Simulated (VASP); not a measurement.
Here is a VASP 6.6.1 calculation.

The input INCAR:

```
SYSTEM = Br
  ALGO = Normal
  EDIFF = 1E-6
  ENCUT = 520
  GGA = PE
  ISIF = 2
  ISMEAR = -1
  IVDW = 13
  LASPH = .True.
  LCHARG = .False.
  LREAL = .False.
  LWAVE = .False.
  NBANDS = 22
  NELM = 100
  PREC = Accurate
  SIGMA = 0.05
```

File KPOINTS:

```
k-points
0
Gamma
  7 7 3
  0 0 0
```

The input POSCAR:

```
Br
1.0
    3.4677459237     -2.0730862221      0.0000000000
    3.4677459237      2.0730862221      0.0000000000
    0.0000000000      0.0000000000      8.5670278909
Br
4
Direct
    0.3485608527      0.6514391473      0.3808380483
    0.1514391473      0.8485608527      0.8808380483
    0.6514391473      0.3485608527      0.6191619517
    0.8485608527      0.1514391473      0.1191619517
```

Potentials or basis: VASP PAW PBE potentials, release 64 (Br).

Run with:

```console
$ cat potpaw_PBE.64/Br/POTCAR > POTCAR
$ mpirun -np 1 vasp_std > vasp.out
```

(1) Estimate the largest force.

(2) Estimate the dispersion energy per atom.

(3) Estimate the pressure.

## Answers

(1) 0.004 eV/Å.

(2) -0.256 eV.

(3) 0.0 GPa.
